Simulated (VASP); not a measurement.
Input of a VASP 6.6.1 run:

Contents of INCAR:

```
SYSTEM = TiCo
PREC = Accurate ; ENCUT = 520
EDIFF = 1E-6 ; ISMEAR = 0
SIGMA = 0.1 ; LREAL = .False.
LASPH = .True. ; NELM = 150
ALGO = Fast ; ISIF = 2
LWAVE = .False. ; LCHARG = .False.
ISPIN = 2 ; MAGMOM = 0 1.09
LORBIT = 11 ; LMAXMIX = 4
GGA = PE ; NBANDS = 22
```

The input KPOINTS:

```
regular mesh
0
Gamma
  14 14 14
  0 0 0
```

POSCAR

```
TiCo
1.0
    2.9246398362      0.0000000000      0.0000000000
    0.0000000000      2.9246398362      0.0000000000
    0.0000000000      0.0000000000      2.9246398362
Ti Co
1 1
Direct
    0.0000000000      0.0000000000      0.0000000000
    0.5000000000      0.5000000000      0.5000000000
```

Potentials or basis: VASP PAW PBE potentials, release 64 (Ti_sv, Co).

Run with:

```sh
$ cat potpaw_PBE.64/Ti_sv/POTCAR potpaw_PBE.64/Co/POTCAR > POTCAR
$ mpirun -np 1 vasp_std > vasp.out
```

(1) What does it give for the pressure?

(2) Predict the site moments.

(3) Predict the net moment.

## Answers

(1) 10.2 GPa.

(2) Ti +0.00; Co +0.76 μB.

(3) 0.73 μB per cell.
